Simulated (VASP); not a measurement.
Write the native input for VASP 6.6.1 that does the following.

* Task: single point
* Functional: revPBE
* Potentials or basis: VASP PAW PBE potentials, release 64 (Pb_d, Te)
* Cutoff: 520 eV
* k mesh: 7 × 7 × 7
* Occupations: fermi-dirac, width 0.05 eV
* Spin: no spin polarisation
* Dipole correction: no
* Further INCAR settings: ALGO = Normal; EDIFF = 1e-06; NBANDS = 17

The structure of TePb lies in POSCAR:

```
TePb
1.0
    0.0000000000      3.3152629270      3.3152629270
    3.3152629270      0.0000000000      3.3152629270
    3.3152629270      3.3152629270      0.0000000000
Pb Te
1 1
Direct
    0.0000000000      0.0000000000      0.0000000000
    0.5000000000      0.5000000000      0.5000000000
```

These files were run (other wordings do the same):

INCAR

```
ALGO = Normal
EDIFF = 1E-6
ENCUT = 520
GGA = RE
ISIF = 2
ISMEAR = -1
LASPH = True
LCHARG = False
LREAL = False
LWAVE = False
NBANDS = 17
NELM = 60
PREC = Accurate
SIGMA = 0.05
```

KPOINTS

```
k-points
0
Gamma
  7 7 7
```

Potentials or basis: VASP PAW PBE potentials, release 64 (Pb_d, Te).

The run is started by

```console
$ cat potpaw_PBE.64/Pb_d/POTCAR potpaw_PBE.64/Te/POTCAR > POTCAR
$ mpirun -np 1 vasp_std > vasp.out
```

Results of the run:

- Pressure: -0.1 GPa

Caveat: the PAW data sets were made with another functional, which shifts forces and pressure a little.

It took 17 s on 1 thread of Intel(R) Xeon(R) Platinum 8375C CPU @ 2.90GHz (Ice Lake), with other jobs on the host, peak memory 0.21 GiB.
